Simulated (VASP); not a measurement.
# K in VASP: a series of runs

K is run at these levels: LDA; tasks: single point.

All numbers are computed with VASP 6.6.1; they aren't measurements. Logs are shortened: lines on timing, memory, paths and dates and some standing lists are left out, and cuts for length are marked.

## 1. The cell of the first run

The cell holds a slab with vacuum, 4 atoms: a = 4.725 Å, b = 4.725 Å, c = 17.718 Å, α = 90.00°, β = 90.00°, γ = 117.88°.

## 2. Single point, LDA

Input file INCAR:

```
ALGO = Normal
DIPOL = 0.5 0.5 0.500
EDIFF = 1E-6
ENCUT = 520
GGA = CA
IDIPOL = 3
ISIF = 2
ISMEAR = -1
LASPH = True
LCHARG = False
LDIPOL = True
LREAL = False
LWAVE = False
NBANDS = 26
NELM = 80
PREC = Accurate
SIGMA = 0.1
```

Input file KPOINTS:

```
k-points
0
Gamma
  4 4 1
```

Input file POSCAR:

```
K
1.0
    4.7251250000      0.0000000000      0.0000000000
   -2.2093569315      4.1767868290      0.0000000000
    0.0000000000      0.0000000000     17.7176970000
K
4
Direct
    0.8206130000      0.1793870000      0.1693222319
    0.1793870000      0.8206130000      0.3897740773
    0.8206130000      0.1793870000      0.6102259227
    0.1793870000      0.8206130000      0.8306777681
```

Potentials or basis: VASP PAW LDA potentials, release 64 (K_sv).

Started as:

```
$ cat potpaw_LDA.64/K_sv/POTCAR > POTCAR
$ mpirun -np 1 vasp_std > vasp.out
```

OUTCAR:

```text
EDIFF = 1E-6
   ENCUT = 520
   GGA = CA
   ISIF = 2
   ISMEAR = -1
   LASPH = True
   LREAL = False
   NELM = 80
   PREC = Accurate

 ion  position               nearest neighbor table
   1  0.821  0.179  0.169-
   2  0.179  0.821  0.390-
   3  0.821  0.179  0.610-
   4  0.179  0.821  0.831-

  LATTYP: Found a base centered orthorhombic cell.
 ALAT       =     4.8759242395
 B/A-ratio  =     1.6602432002
 C/A-ratio  =     3.6337104782

  Lattice vectors:

 A1 = (   4.7251250000,   0.0000000000,   0.0000000000)
 A2 = (  -2.2093569315,   4.1767868290,   0.0000000000)
 A3 = (   0.0000000000,   0.0000000000,  17.7176970000)

Analysis of symmetry for initial positions (statically):
=====================================================================
 Subroutine PRICEL returns:
 Original cell was already a primitive cell.

 Routine SETGRP: Setting up the symmetry group for a
 base centered orthorhombic supercell.

 Subroutine GETGRP returns: Found  4 space group operations
 (whereof  4 operations were pure point group operations)
 out of a pool of  8 trial point group operations.

The static configuration has the point symmetry C_2h.

Analysis of symmetry for dynamics (positions and initial velocities):
=====================================================================
 Subroutine PRICEL returns:
 Original cell was already a primitive cell.

 Routine SETGRP: Setting up the symmetry group for a
 base centered orthorhombic supercell.

 Subroutine GETGRP returns: Found  4 space group operations
 (whereof  4 operations were pure point group operations)
 out of a pool of  8 trial point group operations.

The dynamic configuration has the point symmetry C_2h.

 Subroutine INISYM returns: Found  4 space group operations
 (whereof  4 operations are pure point group operations),
 and found     1 'primitive' translations

----------------------------------------------------------------------------------------

                                     Primitive cell

  volume of cell :     349.6736

  direct lattice vectors                    reciprocal lattice vectors
     4.725125000  0.000000000  0.000000000     0.211634613  0.111946436  0.000000000
    -2.209356931  4.176786829  0.000000000     0.000000000  0.239418491  0.000000000
     0.000000000  0.000000000 17.717697000     0.000000000  0.000000000  0.056440744

  length of vectors
     4.725125000  4.725125000 17.717697000     0.239418491  0.239418491  0.056440744

  position of ions in fractional coordinates (direct lattice)
[... 70 lines left out ...]
   NFREE  =      0    steps in history (QN), initial steepest desc. (CG)
   ISIF   =      2    stress and relaxation
   ISYM   =      2    0-nonsym 1-usesym 2-fastsym
   POTIM  = 0.5000    time-step for ionic-motion
   TEBEG  =    0.0;   TEEND  =   0.0 temperature during run
   PSTRESS=    0.0 pullay stress
   NELECT =      36.0000    total number of electrons
   NUPDOWN=      -1.0000    fix difference up-down
   EMIN   =  10.00;   EMAX   =-10.00  energy-range for DOS
   EFERMI =   0.00;   METHOD = LEGACY
   ISMEAR =    -1;   SIGMA  =   0.10  broadening in eV -4-tet -1-fermi 0-gaus
   EFERMI_NEDOS =   21; number of points for ismear=-14 and -15
   IALGO  =     38    algorithm
   IMIX   =      4    mixing-type and parameters
     AMIX     =   0.40;   BMIX     =  1.00
     AMIX_MAG =   1.60;   BMIX_MAG =  1.00
  volume/ion in A,a.u.               =      87.42       589.93
  Fermi-wavevector in a.u.,A,eV,Ry     =   0.767281  1.449952  8.010033  0.588721
  Thomas-Fermi vector in A             =   1.867804
   LORBIT       =      0    0 simple, 1 ext, 2 COOP (PROOUT), +10 PAW based schemes
   GGA     = CA    functional components
   LHFCALC =     F    Hartree Fock is set to
   AEXX    =    0.0000 exact exchange contribution
   IVDW    =     0    specifies the selected vdW correction
   LEPSILON=     F    determine dielectric tensor
   LRPA    =     F    only Hartree local field effects (RPA)
 non-spin polarized calculation
  energy-cutoff  :      520.00
  volume of cell :      349.67
 maximum number of plane-waves:      9438
   NGX = 17   NGY = 17   NGZ = 65

 number of electron      36.0000000 magnetization

 dipolmoment           0.000000      0.000000     -0.000000 electrons x Angstroem

 Free energy of the ion-electron system (eV)
  ---------------------------------------------------
  ext. energy  EPLUGINS =         0.00000000
  ---------------------------------------------------
  free energy    TOTEN  =        -4.34498715 eV

  energy without entropy =       -4.21987015  energy(sigma->0) =       -4.28242865

 E-fermi :  -0.5015     XC(G=0):  -5.3834

 val. band max:       -0.5410358432   @ k =   0.2500   0.2500   0.0000
 cond. band min:      -0.4510482259   @ k =   0.5000   0.0000   0.0000
 fundamental gap:      0.0899876174
 Fermi energy:        -0.5015312268

 k-point     1 :       0.0000    0.0000    0.0000
  band No.  band energies     occupation
      1     -32.6372      2.00000
      2     -32.6372      2.00000
      3     -32.4249      2.00000
      4     -32.4233      2.00000
      5     -16.3535      2.00000
      6     -16.3527      2.00000
[... 192 lines left out ...]
     25       1.4587      0.00000
     26       1.7442      0.00000

------------------------ aborting loop because EDIFF is reached ----------------------------------------

 vacuum level on the upper side and lower side of the slab       (xc-potential included)        -3.041        -3.041

  FORCE on cell =-STRESS in cart. coord.  units (eV):
  Direction    XX          YY          ZZ          XY          YZ          ZX
  --------------------------------------------------------------------------------------
  -------------------------------------------------------------------------------------
  Total       -0.9374443     -0.9241374     -1.7047250      0.0125783      0.0030424     -0.0050511
  in kB       -4.2952967     -4.2343258     -7.8109171      0.0576328      0.0139398     -0.0231435
  external PRESSURE =      -5.4468465 kB  Pullay stress =       0.0000000 kB

 VOLUME and BASIS-vectors are now :
 -----------------------------------------------------------------------------
  energy-cutoff  :      520.00
  volume of cell :      349.67
      direct lattice vectors                 reciprocal lattice vectors
     4.725125000  0.000000000  0.000000000     0.211634613  0.111946436  0.000000000
    -2.209356931  4.176786829  0.000000000     0.000000000  0.239418491  0.000000000
     0.000000000  0.000000000 17.717697000     0.000000000  0.000000000  0.056440744

 POSITION                                       TOTAL-FORCE (eV/Angst)
 -----------------------------------------------------------------------------------
      3.48117      0.74926      3.00000         0.001777     -0.001071      0.030063
     -0.96540      3.42753      6.90590        -0.003378      0.002035     -0.005336
      3.48117      0.74926     10.81180         0.003378     -0.002035      0.005336
     -0.96540      3.42753     14.71770        -0.001777      0.001071     -0.030063
 -----------------------------------------------------------------------------------
    total drift:                                0.000000     -0.000000      0.000000

  FREE ENERGIE OF THE ION-ELECTRON SYSTEM (eV)
  ---------------------------------------------------
  free  energy   TOTEN  =        -4.3449871498 eV

  energy  without entropy=       -4.2198701544  energy(sigma->0) =       -4.28242865

 vacuum level on the upper side and lower side of the slab        -1.034        -1.034
```

OSZICAR:

```text
N       E                     dE             d eps       ncg     rms          rms(c)
DAV:   1     0.264395244276E+03    0.26440E+03   -0.14837E+04   372   0.107E+03
DAV:   2     0.196948912691E+02   -0.24470E+03   -0.24063E+03   400   0.333E+02
DAV:   3    -0.327228328447E+01   -0.22967E+02   -0.22813E+02   592   0.748E+01
DAV:   4    -0.436640503293E+01   -0.10941E+01   -0.10903E+01   512   0.166E+01
DAV:   5    -0.442466433715E+01   -0.58259E-01   -0.58242E-01   584   0.295E+00    0.397E+00
DAV:   6    -0.435814555267E+01    0.66519E-01   -0.71038E-01   494   0.171E+00    0.225E+00
DAV:   7    -0.434911326185E+01    0.90323E-02   -0.13057E-01   482   0.761E-01    0.113E+00
DAV:   8    -0.434494802234E+01    0.41652E-02   -0.43355E-02   480   0.374E-01    0.108E-01
DAV:   9    -0.434499173940E+01   -0.43717E-04   -0.22866E-03   484   0.188E-01    0.704E-02
DAV:  10    -0.434497966726E+01    0.12072E-04   -0.47825E-04   496   0.632E-02    0.226E-02
DAV:  11    -0.434498592491E+01   -0.62577E-05   -0.78900E-05   484   0.401E-02    0.790E-03
DAV:  12    -0.434498665517E+01   -0.73025E-06   -0.10554E-05   440   0.117E-02    0.302E-03
DAV:  13    -0.434498714980E+01   -0.49463E-06   -0.13287E-06   372   0.545E-03
   1 F= -.43449871E+01 E0= -.42824287E+01  d E =-.125117E+00
```

Run time: 35 s. Hardware: 1 thread of Intel Xeon Platinum 8488C (Sapphire Rapids), shared host; peak memory 0.33 GiB.

What came out:

| Property | Result |
| --- | --- |
| Free energy | -4.3450 eV |
| Largest force | 0.030 eV/Å |
| Band gap on the k mesh | zero (band 18 reaches -0.16 eV, above the bottom of band 19 at -1.85 eV) |

Forces in eV/Å, atoms in the order of the input:
```
K    0.002 -0.001  0.030
K   -0.003  0.002 -0.005
K    0.003 -0.002  0.005
K   -0.002  0.001 -0.030
```

Caveat: the k points lie up to 0.38 Å⁻¹ apart.

## 3. Single point, LDA

This run uses another cell than the first one, of 97.29 Å³/atom, 1.113 times its volume.

INCAR is that of step 2.

KPOINTS is that of step 2.

Input file POSCAR:

```
K
1.0
    4.7251250000      0.0000000000      0.0000000000
   -2.2093569315      4.1767868290      0.0000000000
    0.0000000000      0.0000000000     19.7176970000
K
4
Direct
    0.8206130000      0.1793870000      0.2028634480
    0.1793870000      0.8206130000      0.4009544827
    0.8206130000      0.1793870000      0.5990455173
    0.1793870000      0.8206130000      0.7971365520
```

Potentials or basis: VASP PAW LDA potentials, release 64 (K_sv).

Started as:

```
$ cat potpaw_LDA.64/K_sv/POTCAR > POTCAR
$ mpirun -np 1 vasp_std > vasp.out
```

OUTCAR:

```text
EDIFF = 1E-6
   ENCUT = 520
   GGA = CA
   ISIF = 2
   ISMEAR = -1
   LASPH = True
   LREAL = False
   NELM = 80
   PREC = Accurate

 ion  position               nearest neighbor table
   1  0.821  0.179  0.203-
   2  0.179  0.821  0.401-
   3  0.821  0.179  0.599-
   4  0.179  0.821  0.797-

  LATTYP: Found a base centered orthorhombic cell.
 ALAT       =     4.8759242395
 B/A-ratio  =     1.6602432002
 C/A-ratio  =     4.0438891237

  Lattice vectors:

 A1 = (   4.7251250000,   0.0000000000,   0.0000000000)
 A2 = (  -2.2093569315,   4.1767868290,   0.0000000000)
 A3 = (   0.0000000000,   0.0000000000,  19.7176970000)

Analysis of symmetry for initial positions (statically):
=====================================================================
 Subroutine PRICEL returns:
 Original cell was already a primitive cell.

 Routine SETGRP: Setting up the symmetry group for a
 base centered orthorhombic supercell.

 Subroutine GETGRP returns: Found  4 space group operations
 (whereof  4 operations were pure point group operations)
 out of a pool of  8 trial point group operations.

[... 153 lines left out ...]
 fundamental gap:      0.1010457386
 Fermi energy:        -0.6986505968

 k-point     1 :       0.0000    0.0000    0.0000
  band No.  band energies     occupation
      1     -32.8137      2.00000
      2     -32.8137      2.00000
      3     -32.5945      2.00000
      4     -32.5930      2.00000
      5     -16.5381      2.00000
      6     -16.5380      2.00000
[... 192 lines left out ...]
     25       1.0574      0.00000
     26       1.6526      0.00000

------------------------ aborting loop because EDIFF is reached ----------------------------------------

 vacuum level on the upper side and lower side of the slab       (xc-potential included)        -1.929        -1.929

  FORCE on cell =-STRESS in cart. coord.  units (eV):
  Direction    XX          YY          ZZ          XY          YZ          ZX
  --------------------------------------------------------------------------------------
  -------------------------------------------------------------------------------------
  Total       -0.9960952     -1.0007048     -1.2764577     -0.0043572      0.0030450     -0.0050554
  in kB       -4.1010932     -4.1200715     -5.2553930     -0.0179392      0.0125366     -0.0208139
  external PRESSURE =      -4.4921859 kB  Pullay stress =       0.0000000 kB

 VOLUME and BASIS-vectors are now :
 -----------------------------------------------------------------------------
  energy-cutoff  :      520.00
  volume of cell :      389.15
      direct lattice vectors                 reciprocal lattice vectors
     4.725125000  0.000000000  0.000000000     0.211634613  0.111946436  0.000000000
    -2.209356931  4.176786829  0.000000000     0.000000000  0.239418491  0.000000000
     0.000000000  0.000000000 19.717697000     0.000000000  0.000000000  0.050715862

 POSITION                                       TOTAL-FORCE (eV/Angst)
 -----------------------------------------------------------------------------------
      3.48117      0.74926      4.00000         0.001582     -0.000953      0.077396
     -0.96540      3.42753      7.90590        -0.003156      0.001901      0.004514
      3.48117      0.74926     11.81180         0.003156     -0.001901     -0.004514
     -0.96540      3.42753     15.71770        -0.001582      0.000953     -0.077396
 -----------------------------------------------------------------------------------
    total drift:                                0.000000     -0.000000      0.000000

  FREE ENERGIE OF THE ION-ELECTRON SYSTEM (eV)
  ---------------------------------------------------
  free  energy   TOTEN  =        -4.2623909374 eV

  energy  without entropy=       -4.1356618040  energy(sigma->0) =       -4.19902637

 vacuum level on the upper side and lower side of the slab        -0.135        -0.135
```

Run time: 45 s. Hardware: 1 thread of Intel Xeon Platinum 8488C (Sapphire Rapids), shared host; peak memory 0.34 GiB.

What came out:

```
Free energy            : -4.2624 eV
Largest force          : 0.077 eV/Å
Band gap on the k mesh : zero (band 18 reaches -0.31 eV, above the bottom of band 19 at -1.90 eV)
```

Forces in eV/Å, atoms in the order of the input:
```
K    0.002 -0.001  0.077
K   -0.003  0.002  0.005
K    0.003 -0.002 -0.005
K   -0.002  0.001 -0.077
```

Levels at points of the mesh, in eV from the Fermi level:
```
           k point  band 16  band 17  band 18  band 19  band 20  band 21
(0.00, 0.00, 0.00)   -15.58    -2.05    -1.71    -1.20    -0.35     0.33
(0.50, 0.00, 0.00)   -15.59     0.10     0.24     0.41     0.47     0.93
(0.50, 0.50, 0.00)   -15.59     0.21     0.39     0.53     0.60     1.02
```

Caveat: the k points lie up to 0.38 Å⁻¹ apart.
